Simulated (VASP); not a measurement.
Set up this calculation in VASP 6.6.1, as the native input.

```
Task                   : single point
Functional             : LDA
Potentials or basis    : VASP PAW LDA potentials, release 64 (Pd)
Cutoff                 : 520 eV
k mesh                 : 14 × 14 × 14
Occupations            : methfessel-paxton, width 0.03 eV
Spin                   : collinear spin, ferromagnetic start
Starting moments       : [0.5] μB
Dipole correction      : no
Further INCAR settings : ALGO = Normal; EDIFF = 1e-06; NBANDS = 15
```

The structure of Pd lies in POSCAR:

```
Pd
1.0
    0.0000000000      1.9202771092      1.9202771092
    1.9202771092      0.0000000000      1.9202771092
    1.9202771092      1.9202771092      0.0000000000
Pd
1
Direct
    0.0000000000      0.0000000000      0.0000000000
```

The input as run:

INCAR

```
PREC = Accurate ; ENCUT = 520
EDIFF = 1E-6 ; ISMEAR = 1
SIGMA = 0.03 ; LREAL = False
LASPH = True ; NELM = 150
ALGO = Normal ; ISIF = 2
LWAVE = False ; LCHARG = False
ISPIN = 2 ; MAGMOM = 0.5
LORBIT = 11 ; LMAXMIX = 4
NBANDS = 15
```

KPOINTS

```
regular mesh
0
Gamma
  14 14 14
```

Potentials or basis: VASP PAW LDA potentials, release 64 (Pd).

Launch:

```bash
$ cat potpaw_LDA.64/Pd/POTCAR > POTCAR
$ mpirun -np 1 vasp_std > vasp.out
```

Results of the run:

```json
{
 "Pressure": "0.4 GPa",
 "Net moment": "0.32 μB per cell",
 "Site moments": "Pd +0.32 μB",
 "Valence electrons inside the program's atomic spheres": "Pd 9.53"
}
```

Wall time 24 s on 1 thread of Intel(R) Xeon(R) Platinum 8488C (Sapphire Rapids) (shared host), peak memory 0.14 GiB.
